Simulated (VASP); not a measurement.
## SrTiO3: electric field gradients with PBE

Crystal: SrTiO3.

```
Sr Ti O
1.0
     3.87879    0.00000    0.00000
     0.00000    3.87879    0.00000
     0.00000    0.00000    3.87879
Sr Ti O
1 1 3
Direct
  0.00000 0.00000 0.00000
  0.50000 0.50000 0.50000
  0.00000 0.50000 0.50000
  0.50000 0.00000 0.50000
  0.50000 0.50000 0.00000
```

* Program: VASP 6.6.1
* Task: electric field gradients
* Functional: PBE
* Potentials or basis: VASP PAW PBE potentials, release 64 (Sr_sv, Ti_sv, O)
* Cutoff: 520 eV
* k mesh: 7 × 7 × 7
* Occupations: fermi-dirac, width 0.05 eV
* Spin: no spin polarisation
* Dipole correction: no
* Further INCAR settings: ALGO = Normal; EDIFF = 1e-08; NBANDS = 28

The pressure is 9.0 GPa. The band gap on the k mesh is 1.96 eV (least direct gap 2.24 eV) and the largest electric field gradient by atom is Sr +0.0; Ti -0.0; O +9.4 V/Å².

Levels at points of the mesh, in eV from the valence-band top:
| k point | band 18 | band 19 | band 20 | band 21 | band 22 | band 23 |
| --- | --- | --- | --- | --- | --- | --- |
| (0.00, 0.00, 0.00) | -0.28 | -0.28 | -0.28 | 1.96 | 1.96 | 1.96 |

Electric field gradients, principal values (V/Å²):
```
atom   least  middle  greatest (by size)
1 Sr   0.000   0.000               0.000
2 Ti   0.000   0.000               0.000
 3 O  -4.685  -4.685               9.371
 4 O  -4.685  -4.685               9.371
 5 O  -4.685  -4.685               9.371
```

It took 57 s on 1 thread of Intel(R) Xeon(R) Platinum 8175M CPU @ 2.50GHz (Skylake/Cascade Lake) (shared host), peak memory 0.19 GiB.

Caveat: the cell stands under pressure; without QUAD_EFG the Cq values of the log hold for a quadrupole moment of 1 mb, not for the nuclei; an odd mesh through Γ misses points on the zone boundary, where band edges can lie.
